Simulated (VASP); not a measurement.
# MgO: single point with PBE

The system is MgO.

```
CELL_PARAMETERS angstrom
3.48316 0.00000 0.00000
-1.74158 3.01650 0.00000
0.00000 0.00000 4.47133
ATOMIC_POSITIONS crystal
Mg 0.66667 0.33333 0.75000
Mg 0.33333 0.66667 0.25000
O 0.66667 0.33333 0.25000
O 0.33333 0.66667 0.75000
```

This cell differs from its parent crystal: volume 11.745 Å^3 an atom, c/a of the conventional cell 1.2837.

```json
{"Program": "VASP 6.6.1", "Task": "single point", "Functional": "PBE", "Potentials or basis": "VASP PAW PBE potentials, release 64 (Mg, O)", "Cutoff": "520 eV", "k mesh": "9 × 9 × 6", "Occupations": "gaussian, width 0.05 eV", "Spin": "no spin polarisation"}
```

The pressure is -3.5 GPa and the band gap on the k mesh is 3.01 eV, direct.

Stress tensor (GPa, compression positive):
```
-1.04  0.00  0.00
 0.00 -1.04  0.00
 0.00  0.00 -8.53
```

Levels at points of the mesh, in eV from the valence-band top:
```tsv
k point	band 6	band 7	band 8	band 9	band 10	band 11
(0.00, 0.00, 0.00)	-0.89	-0.89	0.00	3.01	8.69	11.06
(0.00, 0.00, 0.50)	-1.26	-1.26	-1.26	5.95	5.95	12.85
```

It took 31 s on 1 thread of Intel Xeon 6975P-C, on a shared host, peak memory 0.19 GiB.
